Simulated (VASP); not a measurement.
Crystal: CuO.

```xyz
4
Lattice="2.2968 -1.6784 0.0000 2.2968 1.6784 0.0000 -0.8430 0.0000 4.9562" Properties=species:S:1:pos:R:3 pbc="T T T"
Cu    1.1484    0.8285    0.0000
Cu    0.7269   -0.8285    2.4781
O     2.0301   -0.2783    1.2574
O     1.6086    0.2783    3.7355
```

Base run:

- Program: VASP 6.6.1
- Functional: BLYP
- Potentials or basis: VASP PAW PBE potentials, release 64 (Cu, O)
- Cutoff: 520 eV
- k mesh: 10 × 10 × 5
- Occupations: fermi-dirac, width 0.05 eV
- Spin: no spin polarisation

Its results: band gap on the k mesh zero (bands 17 and 18 overlap by 0.59 eV); pressure 27.8 GPa; largest force 1.036 eV/Å.

**Question.** The run is repeated on the same cell with these changes: functional from BLYP to r2SCAN. What comes out?

**Answer.** Band gap on the k mesh zero (bands 17 and 18 overlap by 0.60 eV); pressure 12.8 GPa; largest force 0.969 eV/Å.

Caveats: the PAW data sets were made with another functional, which shifts forces and pressure a little; semilocal functionals often make such compounds metallic where correlation or magnetic order opens a gap, which also shifts bond lengths; the stress differs along the axes, from 25 to 30 GPa (at least some runs); the cell stands under pressure (at least some runs).
